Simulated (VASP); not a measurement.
SrW, 2 atoms in the cell. It takes space group R-3m (No. 166, trigonal). Conventional cell: a = 3.064 Å, b = 3.064 Å, c = 16.914 Å, α = 90.00°, β = 90.00°, γ = 120.00°. Within 4.0 Å of Sr (site symmetry -3m) lie 6 Sr at 3.06 Å and 6 W at 3.33 Å. Within 4.0 Å of W (site symmetry -3m) lie 6 W at 3.06 Å and 6 Sr at 3.33 Å. 

- Program: VASP 6.6.1
- Task: single point
- Functional: PBE
- Potentials or basis: VASP PAW PBE potentials, release 64 (Sr_sv, W_sv)
- Cutoff: 520 eV
- k mesh: 6 × 6 × 6
- Occupations: gaussian, width 0.1 eV
- Spin: no spin polarisation
- Dipole correction: no
- Further INCAR settings: ALGO = Normal; EDIFF = 1e-06; NBANDS = 19

Potentials or basis: VASP PAW PBE potentials, release 64 (Sr_sv, W_sv).

The run is started by

```console
$ cat potpaw_PBE.64/Sr_sv/POTCAR potpaw_PBE.64/W_sv/POTCAR > POTCAR
$ mpirun -np 1 vasp_std > vasp.out
```

Hardware: 1 thread of Intel(R) Xeon(R) Platinum 8259CL CPU @ 2.50GHz (Skylake/Cascade Lake), on a shared host.

Question: Estimate the wall time of this run.

Answer: It took 100 s on 1 thread of Intel(R) Xeon(R) Platinum 8259CL CPU @ 2.50GHz (Skylake/Cascade Lake), on a shared host, peak memory 0.32 GiB. Counts: scf iterations 16, k points 32.
